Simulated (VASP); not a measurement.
# MgS (Fm-3m) in VASP: a series of runs

The runs below take MgS through single point, with PBE-based screened hybrid with 25 % exact exchange, PBEsol-based screened hybrid with 25 % exact exchange, r2SCAN0, LDA.

All numbers are computed with VASP 6.6.1; they aren't measurements. Logs are shortened: lines on timing, memory, paths and dates and some standing lists are left out, and cuts for length are marked.

### Step 1. The cell of the first run

The structure is cubic, space group Fm-3m (No. 225). Conventional cell: a = 5.203 Å, b = 5.203 Å, c = 5.203 Å, α = 90.00°, β = 90.00°, γ = 90.00°. S (site symmetry m-3m) has 6 Mg at 2.60 Å within 3.4 Å. Within 3.4 Å of Mg (site symmetry m-3m) lie 6 S at 2.60 Å.

### Step 2. Single point, PBE-based screened hybrid with 25 % exact exchange

Contents of POSCAR:

```
MgS
1.0
    0.0000000000      2.6016500000      2.6016500000
    2.6016500000      0.0000000000      2.6016500000
    2.6016500000      2.6016500000      0.0000000000
S Mg
1 1
Direct
    0.5000000000      0.5000000000      0.5000000000
    0.0000000000      0.0000000000      0.0000000000
```

Contents of INCAR.step1:

```
PREC     = Accurate       # precision mode
ENCUT    = 520            # plane-wave cutoff, eV
EDIFF    = 1E-5           # SCF threshold, eV
ISMEAR   = -1             # smearing method
SIGMA    = 0.05           # smearing width, eV
LREAL    = False          # projectors in reciprocal space
LASPH    = True           # aspherical terms in the spheres
NELM     = 80             # most SCF steps
ALGO     = Normal         # electronic algorithm
ISIF     = 2              # what is computed and relaxed
LWAVE    = True           # write WAVECAR
LCHARG   = False          # write CHGCAR
NBANDS   = 11             # bands
GGA      = PE             # functional
```

Contents of INCAR.step2:

```
PREC     = Accurate       # precision mode
ENCUT    = 520            # plane-wave cutoff, eV
EDIFF    = 1E-6           # SCF threshold, eV
ISMEAR   = -1             # smearing method
SIGMA    = 0.05           # smearing width, eV
LREAL    = False          # projectors in reciprocal space
LASPH    = True           # aspherical terms in the spheres
NELM     = 80             # most SCF steps
ALGO     = Normal         # electronic algorithm
ISIF     = 2              # what is computed and relaxed
LWAVE    = False          # write WAVECAR
LCHARG   = False          # write CHGCAR
GGA      = PE             # functional
LHFCALC  = True           # exact exchange
AEXX     = 0.25           # exact-exchange fraction
HFSCREEN = 0.3            # screening, 1/A
PRECFOCK = Normal       
NBANDS   = 11             # bands
ISTART   = 1
```

Contents of KPOINTS:

```
regular mesh
0
Gamma
  5 5 5
```

Potentials or basis: VASP PAW PBE potentials, release 64 (S, Mg).

Launch:

```console
cat potpaw_PBE.64/S/POTCAR potpaw_PBE.64/Mg/POTCAR > POTCAR
cp INCAR.step1 INCAR
mpirun -np 1 vasp_std > vasp.out
cp INCAR.step2 INCAR
mpirun -np 1 vasp_std > vasp.out
```

OUTCAR:

```text
PREC = Accurate
   ENCUT = 520
   EDIFF = 1E-6
   ISMEAR = -1
   LREAL = False
   LASPH = True
   NELM = 80
   ISIF = 2
   GGA = PE
   LHFCALC = True
   AEXX = 0.25
   HFSCREEN = 0.3
   PRECFOCK = Normal
   ISTART = 1

 ion  position               nearest neighbor table
   1  0.500  0.500  0.500-   2 2.60   2 2.60   2 2.60   2 2.60   2 2.60   2 2.60
   2  0.000  0.000  0.000-   1 2.60   1 2.60   1 2.60   1 2.60   1 2.60   1 2.60

  LATTYP: Found a face centered cubic cell.
 ALAT       =     5.2033000000

  Lattice vectors:

 A1 = (   0.0000000000,   2.6016500000,   2.6016500000)
 A2 = (   2.6016500000,   0.0000000000,   2.6016500000)
 A3 = (   2.6016500000,   2.6016500000,   0.0000000000)

Analysis of symmetry for initial positions (statically):
=====================================================================
 Subroutine PRICEL returns:
 Original cell was already a primitive cell.

 Routine SETGRP: Setting up the symmetry group for a
 face centered cubic supercell.

 Subroutine GETGRP returns: Found 48 space group operations
 (whereof 48 operations were pure point group operations)
 out of a pool of 48 trial point group operations.

The static configuration has the point symmetry O_h .

Analysis of symmetry for dynamics (positions and initial velocities):
=====================================================================
 Subroutine PRICEL returns:
 Original cell was already a primitive cell.

 Routine SETGRP: Setting up the symmetry group for a
 face centered cubic supercell.

 Subroutine GETGRP returns: Found 48 space group operations
 (whereof 48 operations were pure point group operations)
 out of a pool of 48 trial point group operations.

The dynamic configuration has the point symmetry O_h .

 Subroutine INISYM returns: Found 48 space group operations
 (whereof 48 operations are pure point group operations),
 and found     1 'primitive' translations

----------------------------------------------------------------------------------------

                                     Primitive cell

  volume of cell :      35.2190

  direct lattice vectors                    reciprocal lattice vectors
     0.000000000  2.601650000  2.601650000    -0.192185728  0.192185728  0.192185728
     2.601650000  0.000000000  2.601650000     0.192185728 -0.192185728  0.192185728
     2.601650000  2.601650000  0.000000000     0.192185728  0.192185728 -0.192185728

  length of vectors
     3.679288715  3.679288715  3.679288715     0.332875446  0.332875446  0.332875446

  position of ions in fractional coordinates (direct lattice)
     0.500000000  0.500000000  0.500000000
     0.000000000  0.000000000  0.000000000

  ion indices of the primitive-cell ions
   primitive index   ion index
                 1           1
                 2           2

----------------------------------------------------------------------------------------

 KPOINTS: regular mesh

Automatic generation of k-mesh.
 Grid dimensions read from file:
 generate k-points for:    5    5    5

 Generating k-lattice:

  Cartesian coordinates                     Fractional coordinates (reciprocal lattice)
    -0.038437146  0.038437146  0.038437146     0.200000000  0.000000000  0.000000000
     0.038437146 -0.038437146  0.038437146     0.000000000  0.200000000  0.000000000
     0.038437146  0.038437146 -0.038437146     0.000000000  0.000000000  0.200000000

  Length of vectors
     0.066575089  0.066575089  0.066575089

  Shift w.r.t. Gamma in fractional coordinates (k-lattice)
     0.000000000  0.000000000  0.000000000

 Subroutine IBZKPT returns following result:
 ===========================================

 Found     10 irreducible k-points:

 Following reciprocal coordinates:
            Coordinates               Weight
  0.000000  0.000000  0.000000      1.000000
  0.200000  0.000000  0.000000      8.000000
  0.400000  0.000000  0.000000      8.000000
  0.200000  0.200000  0.000000      6.000000
  0.400000  0.200000  0.000000     24.000000
 -0.400000  0.200000  0.000000     24.000000
 -0.200000  0.200000  0.000000     12.000000
  0.400000  0.400000  0.000000      6.000000
 -0.400000  0.400000  0.000000     12.000000
 -0.400000  0.400000  0.200000     24.000000
   k-points           NKPTS =     10   k-points in BZ     NKDIM =    125   number of bands    NBANDS=     11
   number of dos      NEDOS =    301   number of ions     NIONS =      2
   total plane-waves  NPLWV =  21952
   dimension x,y,z NGX =    28 NGY =   28 NGZ =   28
   dimension x,y,z NGXF=    56 NGYF=   56 NGZF=   56
   ions per type =               1   1
   NGX,Y,Z   is equivalent  to a cutoff of  12.65, 12.65, 12.65 a.u.
   NGXF,Y,Z  is equivalent  to a cutoff of  25.30, 25.30, 25.30 a.u.
 SYSTEM =  unknown system
   PREC   = accura    normal or accurate (medium, high low for compatibility)
   ISTART =      1    job   : 0-new  1-cont  2-samecut
   ICHARG =      0    charge: 1-file 2-atom 10-const
   ISPIN  =      1    spin polarized calculation?
   LNONCOLLINEAR =      F non collinear calculations
   LSORBIT =      F    spin-orbit coupling
   LASPH  =      T    aspherical Exc in radial PAW
   ENCUT  =  520.0 eV  38.22 Ry    6.18 a.u.   6.84  6.84  6.84*2*pi/ulx,y,z
   NELM   =     80;   NELMIN=  2; NELMDL=  0     # of ELM steps
   EDIFF  = 0.1E-05   stopping-criterion for ELM
   LREAL  =      F    real-space projection
   EDIFFG = 0.1E-04   stopping-criterion for IOM
   NSW    =      0    number of steps for IOM
   IBRION =     -1    ionic relax: 0-MD 1-quasi-New 2-CG
   NFREE  =      0    steps in history (QN), initial steepest desc. (CG)
   ISIF   =      2    stress and relaxation
   ISYM   =      3    0-nonsym 1-usesym 2-fastsym
   POTIM  = 0.5000    time-step for ionic-motion
   TEBEG  =    0.0;   TEEND  =   0.0 temperature during run
   PSTRESS=    0.0 pullay stress
   NELECT =       8.0000    total number of electrons
   NUPDOWN=      -1.0000    fix difference up-down
   EMIN   =  10.00;   EMAX   =-10.00  energy-range for DOS
   EFERMI =   0.00;   METHOD = LEGACY
   ISMEAR =    -1;   SIGMA  =   0.05  broadening in eV -4-tet -1-fermi 0-gaus
   EFERMI_NEDOS =   21; number of points for ismear=-14 and -15
   IALGO  =     38    algorithm
   IMIX   =      1    mixing-type and parameters
     AMIX     =   0.40;   BMIX     =  1.00
     AMIX_MAG =   1.60;   BMIX_MAG =  1.00
  volume/ion in A,a.u.               =      17.61       118.83
  Fermi-wavevector in a.u.,A,eV,Ry     =   0.998878  1.887606 13.575323  0.997758
  Thomas-Fermi vector in A             =   2.131131
   LORBIT       =      0    0 simple, 1 ext, 2 COOP (PROOUT), +10 PAW based schemes
   GGA     = PE    functional components
   LHFCALC =     T    Hartree Fock is set to
   PRECFOCK=normal    Normal, Fast or Accurate (Low or Medium for compatibility)
   ENCUT4O =  -1.0   cutoff for four orbital integrals eV
   NKREDX  =     1    reduce k-point grid by
   NKREDY  =     1    reduce k-point grid by
   NKREDZ  =     1    reduce k-point grid by
   AEXX    =    0.2500 exact exchange contribution
   HFSCREEN=    0.3000 screening length (either q_TF or 0.3 A-1)
   HFSCREENC=   0.3000 screening length for correlation (either q_TF or 0.3 A-1)
   ENCUTFOCK=  -1.0 apply spherical cutoff to Coloumb kernel
   IVDW    =     0    specifies the selected vdW correction
   LEPSILON=     F    determine dielectric tensor
   LRPA    =     F    only Hartree local field effects (RPA)
 non-spin polarized calculation
  energy-cutoff  :      520.00
  volume of cell :       35.22
 maximum number of plane-waves:       962
  NGX = 24; NGY = 24; NGZ = 24

 number of electron       8.0000000 magnetization

 Free energy of the ion-electron system (eV)
  ---------------------------------------------------
  ext. energy  EPLUGINS =         0.00000000
  ---------------------------------------------------
  free energy    TOTEN  =        -9.66053273 eV

  energy without entropy =       -9.66053273  energy(sigma->0) =       -9.66053273

 E-fermi :   4.2275     XC(G=0):  -8.1919

 val. band max:        3.1909586127   @ k =   0.0000   0.0000   0.0000
 cond. band min:       7.1615438382   @ k =   0.4000   0.4000   0.0000
 fundamental gap:      3.9705852254
 Fermi energy:         4.2274585496

 k-point     1 :       0.0000    0.0000    0.0000
  band No.  band energies     occupation
      1     -10.6902      2.00000
      2       3.1910      2.00000
      3       3.1910      2.00000
      4       3.1910      2.00000
      5       7.7802      0.00000
      6      12.0610      0.00000
      7      12.0610      0.00000
      8      12.0610      0.00000
      9      14.6213      0.00000
     10      14.6213      0.00000
     11      16.6950      0.00000

 k-point     2 :       0.2000    0.0000    0.0000
  band No.  band energies     occupation
      1     -10.2838      2.00000
      2       0.9675      2.00000
      3       2.9446      2.00000
      4       2.9446      2.00000
      5       9.0070      0.00000
      6      11.9755      0.00000
      7      12.2458      0.00000
      8      12.2458      0.00000
      9      14.0289      0.00000
     10      14.0289      0.00000
     11      16.5281      0.00000

 k-point     3 :       0.4000    0.0000    0.0000
  band No.  band energies     occupation
      1      -9.4462      2.00000
      2      -1.5924      2.00000
      3       2.6045      2.00000
      4       2.6045      2.00000
      5       8.6376      0.00000
      6      11.1734      0.00000
      7      11.1734      0.00000
      8      14.3355      0.00000
      9      15.9524      0.00000
     10      17.0811      0.00000
     11      17.0811      0.00000
[... 71 lines left out ...]
 k-point     9 :      -0.4000    0.4000    0.0000
  band No.  band energies     occupation
      1      -8.8458      2.00000
      2      -0.9864      2.00000
      3       0.1730      2.00000
      4       1.5977      2.00000
      5       7.5959      0.00000
      6       9.9978      0.00000
      7      14.5755      0.00000
      8      14.9406      0.00000
      9      16.6247      0.00000
     10      18.5981      0.00000
     11      21.2227      0.00000

 k-point    10 :      -0.4000    0.4000    0.2000
  band No.  band energies     occupation
      1      -8.9525      2.00000
      2      -0.8129      2.00000
      3       0.2898      2.00000
      4       1.3134      2.00000
      5       9.1959      0.00000
      6      11.0795      0.00000
      7      11.6550      0.00000
      8      14.1504      0.00000
      9      17.2060      0.00000
     10      18.0735      0.00000
     11      21.0114      0.00000

------------------------ aborting loop because EDIFF is reached ----------------------------------------

  FORCE on cell =-STRESS in cart. coord.  units (eV):
  Direction    XX          YY          ZZ          XY          YZ          ZX
  --------------------------------------------------------------------------------------
  -------------------------------------------------------------------------------------
  Total       -0.1124566     -0.1124566     -0.1124566      0.0000000      0.0000000     -0.0000000
  in kB       -5.1158613     -5.1158613     -5.1158613      0.0000000      0.0000000     -0.0000000
  external PRESSURE =      -5.1158613 kB  Pullay stress =       0.0000000 kB

 VOLUME and BASIS-vectors are now :
 -----------------------------------------------------------------------------
  energy-cutoff  :      520.00
  volume of cell :       35.22
      direct lattice vectors                 reciprocal lattice vectors
     0.000000000  2.601650000  2.601650000    -0.192185728  0.192185728  0.192185728
     2.601650000  0.000000000  2.601650000     0.192185728 -0.192185728  0.192185728
     2.601650000  2.601650000  0.000000000     0.192185728  0.192185728 -0.192185728

 POSITION                                       TOTAL-FORCE (eV/Angst)
 -----------------------------------------------------------------------------------
      2.60165      2.60165      2.60165         0.000000      0.000000     -0.000000
      0.00000      0.00000      0.00000         0.000000     -0.000000      0.000000
 -----------------------------------------------------------------------------------
    total drift:                               -0.000248      0.000116      0.000113

  FREE ENERGIE OF THE ION-ELECTRON SYSTEM (eV)
  ---------------------------------------------------
  free  energy   TOTEN  =        -9.6605327276 eV

  energy  without entropy=       -9.6605327275  energy(sigma->0) =       -9.66053273
```

It took 7.9 min on 1 thread of AMD EPYC 7R43 (Zen 3), shared host; peak memory 0.23 GiB.

What came out:

```yaml
Free_energy: -9.6605 eV
Pressure: -0.5 GPa
Band_gap_on_the_k_mesh: 3.97 eV (least direct gap 4.59 eV)
```

Caveat: the PAW data sets were made with another functional, which shifts forces and pressure a little; an odd mesh through Γ misses points on the zone boundary, where band edges can lie.

### Step 3. Single point, PBEsol-based screened hybrid with 25 % exact exchange

POSCAR is that of step 2.

Contents of INCAR.step1:

```
SYSTEM = MgS
PREC = Accurate ; ENCUT = 520
EDIFF = 1E-5 ; ISMEAR = -1
SIGMA = 0.05 ; LREAL = .FALSE.
LASPH = .TRUE. ; NELM = 80
ALGO = Normal ; ISIF = 2
LWAVE = .TRUE. ; LCHARG = .FALSE.
NBANDS = 11 ; GGA = PE
```

Contents of INCAR.step2:

```
SYSTEM = MgS
PREC = Accurate ; ENCUT = 520
EDIFF = 1E-7 ; ISMEAR = -1
SIGMA = 0.05 ; LREAL = .FALSE.
LASPH = .TRUE. ; NELM = 80
ALGO = Normal ; ISIF = 2
LWAVE = .FALSE. ; LCHARG = .FALSE.
GGA = PS ; LHFCALC = .TRUE.
AEXX = 0.25 ; HFSCREEN = 0.207
PRECFOCK = Normal ; NBANDS = 11
ISTART = 1
```

Contents of KPOINTS:

```
Automatic mesh
0
G
  5 5 5
  0 0 0
```

Potentials or basis: VASP PAW PBE potentials, release 64 (S, Mg).

Launch:

```console
cat potpaw_PBE.64/S/POTCAR potpaw_PBE.64/Mg/POTCAR > POTCAR
cp INCAR.step1 INCAR
mpirun -np 1 vasp_std > vasp.out
cp INCAR.step2 INCAR
mpirun -np 1 vasp_std > vasp.out
```

Run time: 8.3 min. Hardware: 1 thread of AMD EPYC 7R43 (Zen 3), shared host; peak memory 0.24 GiB.

It converged, with:

| Quantity | Value |
| --- | --- |
| Free energy | -10.2812 eV |
| Pressure | -2.0 GPa |
| Band gap on the k mesh | 4.14 eV (least direct gap 4.71 eV) |

Levels at points of the mesh, in eV from the valence-band top:
| k point | band 1 | band 2 | band 3 | band 4 | band 5 | band 6 | band 7 | band 8 | band 9 |
| --- | --- | --- | --- | --- | --- | --- | --- | --- | --- |
| (0.00, 0.00, 0.00) | -13.98 | 0.00 | 0.00 | 0.00 | 4.71 | 9.04 | 9.04 | 9.04 | 11.66 |

Caveat: the PAW data sets were made with another functional, which shifts forces and pressure a little; an odd mesh through Γ misses points on the zone boundary, where band edges can lie.

### Step 4. Single point, r2SCAN0

POSCAR is that of step 3.

Contents of INCAR.step1:

```
SYSTEM = MgS
PREC = Accurate
ENCUT = 520
EDIFF = 1E-5
ISMEAR = -1
SIGMA = 0.05
LREAL = .FALSE.
LASPH = .TRUE.
NELM = 60
ALGO = Normal
ISIF = 2
LWAVE = .TRUE.
LCHARG = .FALSE.
GGA = PE
NBANDS = 11
```

Contents of INCAR.step2:

```
SYSTEM = MgS
PREC = Accurate
ENCUT = 520
EDIFF = 1E-7
ISMEAR = -1
SIGMA = 0.05
LREAL = .FALSE.
LASPH = .TRUE.
NELM = 60
ALGO = Normal
ISIF = 2
LWAVE = .FALSE.
LCHARG = .FALSE.
METAGGA = R2SCAN
LHFCALC = .TRUE.
AEXX = 0.25
LMIXTAU = .TRUE.
PRECFOCK = Normal
ISTART = 1
NBANDS = 11
```

KPOINTS is that of step 3.

Launch:

```console
cat potpaw_PBE.64/S/POTCAR potpaw_PBE.64/Mg/POTCAR > POTCAR
cp INCAR.step1 INCAR
mpirun -np 1 vasp_std > vasp.out
cp INCAR.step2 INCAR
mpirun -np 1 vasp_std > vasp.out
```

It took 12 min on 1 thread of AMD EPYC 7R43 (Zen 3), shared host; peak memory 0.14 GiB.

It converged, with:

- Free energy: -15.6682 eV
- Pressure: -1.3 GPa
- Band gap on the k mesh: 5.36 eV (least direct gap 6.08 eV)

Levels at points of the mesh, in eV from the valence-band top:
```csv
k point,band 1,band 2,band 3,band 4,band 5,band 6,band 7,band 8
"(0.00, 0.00, 0.00)",-14.31,0.00,0.00,0.00,6.08,10.23,10.23,10.23
```

Caveat: the PAW data sets were made with another functional, which shifts forces and pressure a little; an odd mesh through Γ misses points on the zone boundary, where band edges can lie.

### Step 5. Single point, LDA

This run uses another cell than the first one, of 16.86 Å³/atom.

Contents of INCAR:

```
SYSTEM = MgS
PREC = Accurate
ENCUT = 840
EDIFF = 1E-6
ISMEAR = -1
SIGMA = 0.05
LREAL = .False.
LASPH = .True.
NELM = 120
ALGO = Normal
ISIF = 2
LWAVE = .False.
LCHARG = .True.
GGA = CA
LELF = .True.
LVHAR = .True.
NBANDS = 15
GGA_COMPAT = .False.
```

Contents of KPOINTS:

```
regular mesh
0
Gamma
  9 9 9
  0 0 0
```

Contents of POSCAR:

```
MgS
1.0
    0.0000000000      2.5641918535      2.5641918535
    2.5641918535      0.0000000000      2.5641918535
    2.5641918535      2.5641918535      0.0000000000
S Mg
1 1
Direct
    0.5000000000      0.5000000000      0.5000000000
    0.0000000000      0.0000000000      0.0000000000
```

Potentials or basis: VASP PAW LDA potentials, release 64 (S, Mg_sv).

Launch:

```console
cat potpaw_LDA.64/S/POTCAR potpaw_LDA.64/Mg_sv/POTCAR > POTCAR
mpirun -np 1 vasp_std > vasp.out
```

Run time: 17 s. Hardware: 1 thread of Intel Xeon Platinum 8488C (Sapphire Rapids), shared host; peak memory 0.18 GiB.

The run converged. Its results:

```
Free energy            : -9.4904 eV
Pressure               : 0.0 GPa
Band gap on the k mesh : 2.80 eV (least direct gap 3.85 eV)
```

Levels at points of the mesh, in eV from the valence-band top:
```csv
k point,band 5,band 6,band 7,band 8,band 9,band 10,band 11,band 12
"(0.00, 0.00, 0.00)",-12.89,0.00,0.00,0.00,3.85,7.80,7.80,7.80
```

Caveat: an odd mesh through Γ misses points on the zone boundary, where band edges can lie. A hybrid or GW would open this gap; LDA tends to underestimate it.

### Step 6. Overview

```tsv
level	potentials or basis	cell	k mesh	cutoff (eV)	grid for exact exchange (PRECFOCK)	share of exact exchange	screening parameter	gap on the mesh (eV)	pressure (GPa)
PBE-based screened hybrid with 25 % exact exchange	VASP PAW PBE potentials, release 64 (S, Mg)	a = 3.679 Å, angles 60.0°, 2 atoms	5 × 5 × 5	520	Normal	0.25	0.3 1/Å	3.97	-0.5
PBEsol-based screened hybrid with 25 % exact exchange	VASP PAW PBE potentials, release 64 (S, Mg)	a = 3.679 Å, angles 60.0°, 2 atoms	5 × 5 × 5	520	Normal	0.25	0.207 1/Å	4.14	-2.0
r2SCAN0	VASP PAW PBE potentials, release 64 (S, Mg)	a = 3.679 Å, angles 60.0°, 2 atoms	5 × 5 × 5	520	Normal	0.25	-	5.36	-1.3
LDA	VASP PAW LDA potentials, release 64 (S, Mg_sv)	a = 3.626 Å, angles 60.0°, 2 atoms	9 × 9 × 9	840	-	-	-	2.80	0.0
```

Alike in all rows: task single point; no spin polarisation; smearing fermi-dirac 0.05 eV.

Caveats: an odd mesh through Γ misses points on the zone boundary, where band edges can lie; the PAW data sets were made with another functional, which shifts forces and pressure a little (at least some runs).

Absolute energies hang on the potentials; compare differences alone.
